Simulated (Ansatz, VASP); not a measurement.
This is a calculation of KBr for Ansatz 0.2.0.

Contents of input.yaml:

```yaml
crystal:
  lattice:
    - [0.0, 3.3, 3.3]
    - [3.3, 0.0, 3.3]
    - [3.3, 3.3, 0.0]
  atoms:
    - { symbol: Br, position: [0.5, 0.5, 0.5] }
    - { symbol: K, position: [0.0, 0.0, 0.0] }
kpoints:
  mp_grid: { grid: [7, 7, 7] }
scf:
  occupations: { method: fermi_dirac, width: 0.05 }
hamiltonian:
  xc: pbe
  dispersion: d4
  pseudopotentials: { kind: all_electron, lapw: { basis_error: 0.001 } }
output:
  forces: true
  stress: true
relax:
  f_tol: 0.005
  max_steps: 60
  cell: {}
```

Potentials or basis: all-electron LAPW, scalar-relativistic.

Run with:

```bash
$ ansatz run input.yaml --threads 1 --pin off --max-ram 3072MiB --backend cpu --events-out ev --progress --plain --runs-dir out
```

**Question.** Translate it to VASP 6.6.1. Potentials there: VASP PAW PBE potentials, release 64 (Br, K_sv).

**Answer.** As run (the cutoff follows the program's own potentials):

The input INCAR:

```
PREC = Accurate ; ENCUT = 600
EDIFF = 1E-6 ; ISMEAR = -1
SIGMA = 0.05 ; LREAL = False
LASPH = True ; NELM = 100
ALGO = Normal ; ISIF = 3
LWAVE = False ; LCHARG = False
GGA = PE ; IVDW = 13
IBRION = 2 ; NSW = 80
EDIFFG = -0.005
```

File KPOINTS:

```
regular mesh
0
Gamma
  7 7 7
```

Contents of POSCAR:

```
KBr
1.0
    0.0000000000      3.3000000000      3.3000000000
    3.3000000000      0.0000000000      3.3000000000
    3.3000000000      3.3000000000      0.0000000000
Br K
1 1
Direct
    0.5000000000      0.5000000000      0.5000000000
    0.0000000000      0.0000000000      0.0000000000
```

Potentials or basis: VASP PAW PBE potentials, release 64 (Br, K_sv).

Run with:

```bash
$ cat potpaw_PBE.64/Br/POTCAR potpaw_PBE.64/K_sv/POTCAR > POTCAR
$ mpirun -np 1 vasp_std > vasp.out
```

Both were run:

|  | VASP | Ansatz | Ansatz less VASP |
| --- | --- | --- | --- |
| relaxed volume (Å³/atom) | 36.22 | 36.03 | -0.194 |
| relaxed cell length with the largest relative difference (Å) | 4.679 | 4.671 | -0.0084 |

Ansatz ran all-electron here, and VASP with PAW potentials.
